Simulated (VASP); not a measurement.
Input of a VASP 6.6.1 run:

Contents of INCAR:

```
ALGO = Normal
EDIFF = 1E-7
ENCUT = 520
GGA = CA
ISIF = 2
ISMEAR = 0
LASPH = T
LCHARG = T
LELF = T
LREAL = F
LVHAR = T
LWAVE = F
NBANDS = 35
NELM = 100
PREC = Accurate
SIGMA = 0.05
```

File KPOINTS:

```
k-points
0
Gamma
  6 6 10
```

The input POSCAR:

```
SnO2
1.0
    4.9751880950      0.0000000000      0.0000000000
    0.0000000000      4.4103137260      0.0000000000
    0.0000000000      0.0000000000      2.9791988827
Sn O
2 4
Direct
    0.5000000000      0.5000000000      0.5000000000
    0.0000000000      0.0000000000      0.0000000000
    0.3346791271      0.2633740573      0.0000000000
    0.8346791271      0.2366259427      0.5000000000
    0.1653208729      0.7633740573      0.5000000000
    0.6653208729      0.7366259427      0.0000000000
```

Potentials or basis: VASP PAW LDA potentials, release 64 (Sn_d, O).

Command:

```console
$ cat potpaw_LDA.64/Sn_d/POTCAR potpaw_LDA.64/O/POTCAR > POTCAR
$ mpirun -np 1 vasp_std > vasp.out
```

Task: Predict the largest force.

Result: 0.067 eV/Å.

Task: What does it give for the band gap on the k mesh?

Result: 2.54 eV (least direct gap 2.63 eV).

Task: Estimate the pressure.

Result: 20.7 GPa.

Stress tensor (GPa, compression positive):
```
10.38  0.00  0.00
 0.00 16.70  0.00
 0.00  0.00 35.11
```

Caveat: the cell stands under pressure; spin-orbit coupling is left out, which moves the levels of the heavy elements. A k mesh can miss the band edges.
